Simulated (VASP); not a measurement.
# AlN in VASP: further runs, part 2 of 2

VASP 6.6.1. The steps go on from the part before.

### 3 Single point, LDA

Contents of INCAR:

```
  PREC = Accurate
  ENCUT = 520
  EDIFF = 1E-6
  ISMEAR = 0
  SIGMA = 0.05
  LREAL = False
  LASPH = True
  NELM = 60
  ALGO = Normal
  ISIF = 2
  LWAVE = False
  LCHARG = False
  NBANDS = 16
```

Contents of KPOINTS:

```
regular mesh
0
Gamma
  9 9 6
```

Contents of POSCAR:

```
AlN
1.0
    3.3577558766      0.0000000000      0.0000000000
   -1.6788779383      2.9079018889      0.0000000000
    0.0000000000      0.0000000000      4.2032046078
Al N
2 2
Direct
    0.3333333333      0.6666666667      0.7500000000
    0.6666666667      0.3333333333      0.2500000000
    0.3333333333      0.6666666667      0.2500000000
    0.6666666667      0.3333333333      0.7500000000
```

Potentials or basis: VASP PAW LDA potentials, release 64 (Al, N).

Command:

```console
$ cat potpaw_LDA.64/Al/POTCAR potpaw_LDA.64/N/POTCAR > POTCAR
$ mpirun -np 1 vasp_std > vasp.out
```

OUTCAR:

```text
PREC = Accurate
   ENCUT = 520
   EDIFF = 1E-6
   ISMEAR = 0
   LREAL = False
   LASPH = True
   NELM = 60
   ISIF = 2

 ion  position               nearest neighbor table
   1  0.333  0.667  0.750-   4 1.94   4 1.94   4 1.94   3 2.10   3 2.10   2 2.86   2 2.86   2 2.86
                             2 2.86   2 2.86   2 2.86
   2  0.667  0.333  0.250-   3 1.94   3 1.94   3 1.94   4 2.10   4 2.10   1 2.86   1 2.86   1 2.86
                             1 2.86   1 2.86   1 2.86
   3  0.333  0.667  0.250-   2 1.94   2 1.94   2 1.94   1 2.10   1 2.10
   4  0.667  0.333  0.750-   1 1.94   1 1.94   1 1.94   2 2.10   2 2.10

  LATTYP: Found a hexagonal cell.
 ALAT       =     3.3577558766
 C/A-ratio  =     1.2517898151

  Lattice vectors:

 A1 = (   3.3577558766,   0.0000000000,   0.0000000000)
 A2 = (  -1.6788779383,   2.9079018889,   0.0000000000)
 A3 = (   0.0000000000,   0.0000000000,   4.2032046078)

Analysis of symmetry for initial positions (statically):
=====================================================================
 Subroutine PRICEL returns:
 Original cell was already a primitive cell.

 Routine SETGRP: Setting up the symmetry group for a
 hexagonal supercell.

 Subroutine GETGRP returns: Found 24 space group operations
 (whereof 12 operations were pure point group operations)
 out of a pool of 24 trial point group operations.

The static configuration has the point symmetry D_3d.
 The point group associated with its full space group is D_6h.

Analysis of symmetry for dynamics (positions and initial velocities):
=====================================================================
 Subroutine PRICEL returns:
 Original cell was already a primitive cell.

 Routine SETGRP: Setting up the symmetry group for a
 hexagonal supercell.

 Subroutine GETGRP returns: Found 24 space group operations
 (whereof 12 operations were pure point group operations)
 out of a pool of 24 trial point group operations.

The dynamic configuration has the point symmetry D_3d.
 The point group associated with its full space group is D_6h.

 Subroutine INISYM returns: Found 24 space group operations
 (whereof 12 operations are pure point group operations),
 and found     1 'primitive' translations

----------------------------------------------------------------------------------------

                                     Primitive cell

  volume of cell :      41.0402

  direct lattice vectors                    reciprocal lattice vectors
     3.357755877  0.000000000  0.000000000     0.297817958  0.171945278  0.000000000
    -1.678877938  2.907901889  0.000000000     0.000000000  0.343890557  0.000000000
     0.000000000  0.000000000  4.203204608     0.000000000  0.000000000  0.237913709

  length of vectors
     3.357755877  3.357755877  4.203204608     0.343890557  0.343890557  0.237913709

  position of ions in fractional coordinates (direct lattice)
     0.333333333  0.666666667  0.750000000
     0.666666667  0.333333333  0.250000000
     0.333333333  0.666666667  0.250000000
     0.666666667  0.333333333  0.750000000

  ion indices of the primitive-cell ions
   primitive index   ion index
                 1           1
                 2           2
                 3           3
                 4           4

[... 23 lines left out ...]

 Found     48 irreducible k-points:

 Following reciprocal coordinates:
            Coordinates               Weight
  0.000000  0.000000  0.000000      1.000000
  0.111111 -0.000000  0.000000      6.000000
  0.222222  0.000000  0.000000      6.000000
  0.333333  0.000000  0.000000      6.000000
  0.444444  0.000000  0.000000      6.000000
  0.111111  0.111111  0.000000      6.000000
[... 16 lines left out ...]
  0.333333  0.222222  0.166667     24.000000
  0.333333  0.333333  0.166667      4.000000
 [... further k-points ...]
   k-points           NKPTS =     48   k-points in BZ     NKDIM =     48   number of bands    NBANDS=     16
   number of dos      NEDOS =    301   number of ions     NIONS =      4
   total plane-waves  NPLWV =  25088
   dimension x,y,z NGX =    28 NGY =   28 NGZ =   32
   dimension x,y,z NGXF=    56 NGYF=   56 NGZF=   64
   ions per type =               2   2
   NGX,Y,Z   is equivalent  to a cutoff of  13.86, 13.86, 12.66 a.u.
   NGXF,Y,Z  is equivalent  to a cutoff of  27.73, 27.73, 25.31 a.u.
 SYSTEM =  unknown system
   PREC   = accura    normal or accurate (medium, high low for compatibility)
   ISTART =      0    job   : 0-new  1-cont  2-samecut
   ICHARG =      2    charge: 1-file 2-atom 10-const
   ISPIN  =      1    spin polarized calculation?
   LNONCOLLINEAR =      F non collinear calculations
   LSORBIT =      F    spin-orbit coupling
   LASPH  =      T    aspherical Exc in radial PAW
   ENCUT  =  520.0 eV  38.22 Ry    6.18 a.u.   6.24  6.24  7.82*2*pi/ulx,y,z
   NELM   =     60;   NELMIN=  2; NELMDL= -5     # of ELM steps
   EDIFF  = 0.1E-05   stopping-criterion for ELM
   LREAL  =      F    real-space projection
   EDIFFG = 0.1E-04   stopping-criterion for IOM
   NSW    =      0    number of steps for IOM
   IBRION =     -1    ionic relax: 0-MD 1-quasi-New 2-CG
   NFREE  =      0    steps in history (QN), initial steepest desc. (CG)
   ISIF   =      2    stress and relaxation
   ISYM   =      2    0-nonsym 1-usesym 2-fastsym
   POTIM  = 0.5000    time-step for ionic-motion
   TEBEG  =    0.0;   TEEND  =   0.0 temperature during run
   PSTRESS=    0.0 pullay stress
   NELECT =      16.0000    total number of electrons
   NUPDOWN=      -1.0000    fix difference up-down
   EMIN   =  10.00;   EMAX   =-10.00  energy-range for DOS
   EFERMI =   0.00;   METHOD = LEGACY
   ISMEAR =     0;   SIGMA  =   0.05  broadening in eV -4-tet -1-fermi 0-gaus
   EFERMI_NEDOS =   21; number of points for ismear=-14 and -15
   IALGO  =     38    algorithm
   IMIX   =      4    mixing-type and parameters
     AMIX     =   0.40;   BMIX     =  1.00
     AMIX_MAG =   1.60;   BMIX_MAG =  1.00
  volume/ion in A,a.u.               =      10.26        69.24
  Fermi-wavevector in a.u.,A,eV,Ry     =   1.195946  2.260011 19.460245  1.430288
  Thomas-Fermi vector in A             =   2.331899
   LORBIT       =      0    0 simple, 1 ext, 2 COOP (PROOUT), +10 PAW based schemes
   GGA     = CA    functional components
   LHFCALC =     F    Hartree Fock is set to
   AEXX    =    0.0000 exact exchange contribution
   IVDW    =     0    specifies the selected vdW correction
   LEPSILON=     F    determine dielectric tensor
   LRPA    =     F    only Hartree local field effects (RPA)
 non-spin polarized calculation
 Gauss-broadening in eV      SIGMA  =   0.05
  energy-cutoff  :      520.00
  volume of cell :       41.04
 maximum number of plane-waves:      1132
 NGX is ok and might be reduce to    28
   NGX = 13   NGY = 13   NGZ = 15

 number of electron      16.0000000 magnetization

 Free energy of the ion-electron system (eV)
  ---------------------------------------------------
  ext. energy  EPLUGINS =         0.00000000
  ---------------------------------------------------
  free energy    TOTEN  =       -32.35317073 eV

  energy without entropy =      -32.35317073  energy(sigma->0) =      -32.35317073

 E-fermi :   7.4987     XC(G=0): -11.3495

 val. band max:        7.2934215589   @ k =   0.0000   0.0000   0.0000
 cond. band min:      10.3756883260   @ k =   0.0000   0.0000   0.0000
 fundamental gap:      3.0822667671
 Fermi energy:         7.4986757435

 k-point     1 :       0.0000    0.0000    0.0000
  band No.  band energies     occupation
      1      -9.0525      2.00000
      2      -5.4251      2.00000
      3       0.6420      2.00000
      4       4.1217      2.00000
      5       4.1217      2.00000
      6       5.8067      2.00000
[... 433 lines left out ...]
      3       0.9612      2.00000
      4       1.8594      2.00000
      5       1.8594      2.00000
      6       4.4439      2.00000
[... 8 lines left out ...]
     15      18.2717      0.00000
     16      19.8650      0.00000

 [... further k-points ...]
[... 5 lines left out ...]
  --------------------------------------------------------------------------------------
  -------------------------------------------------------------------------------------
  Total       -3.7874577     -3.7874577     -3.2444594      0.0000000      0.0000000      0.0000000
  in kB     -147.8594102   -147.8594102   -126.6611809      0.0000000      0.0000000      0.0000000
  external PRESSURE =    -140.7933337 kB  Pullay stress =       0.0000000 kB

 VOLUME and BASIS-vectors are now :
 -----------------------------------------------------------------------------
  energy-cutoff  :      520.00
  volume of cell :       41.04
      direct lattice vectors                 reciprocal lattice vectors
     3.357755877  0.000000000  0.000000000     0.297817958  0.171945278  0.000000000
    -1.678877938  2.907901889  0.000000000     0.000000000  0.343890557  0.000000000
     0.000000000  0.000000000  4.203204608     0.000000000  0.000000000  0.237913709

 POSITION                                       TOTAL-FORCE (eV/Angst)
 -----------------------------------------------------------------------------------
     -0.00000      1.93860      3.15240         0.000000      0.000000      0.000000
      1.67888      0.96930      1.05080        -0.000000      0.000000      0.000000
     -0.00000      1.93860      1.05080        -0.000000     -0.000000      0.000000
      1.67888      0.96930      3.15240         0.000000      0.000000      0.000000
 -----------------------------------------------------------------------------------
    total drift:                                0.000000     -0.000000      0.000000

  FREE ENERGIE OF THE ION-ELECTRON SYSTEM (eV)
  ---------------------------------------------------
  free  energy   TOTEN  =       -32.3531707260 eV

  energy  without entropy=      -32.3531707260  energy(sigma->0) =      -32.35317073
```

Run time: 15 s. Hardware: 1 thread of Intel Xeon Platinum 8488C (Sapphire Rapids), shared host; peak memory 0.15 GiB.

Results:

* Free energy: -32.3532 eV
* Pressure: -14.1 GPa
* Band gap on the k mesh: 3.08 eV, direct

LDA gaps usually lie below the measured ones, often by a third to a half.
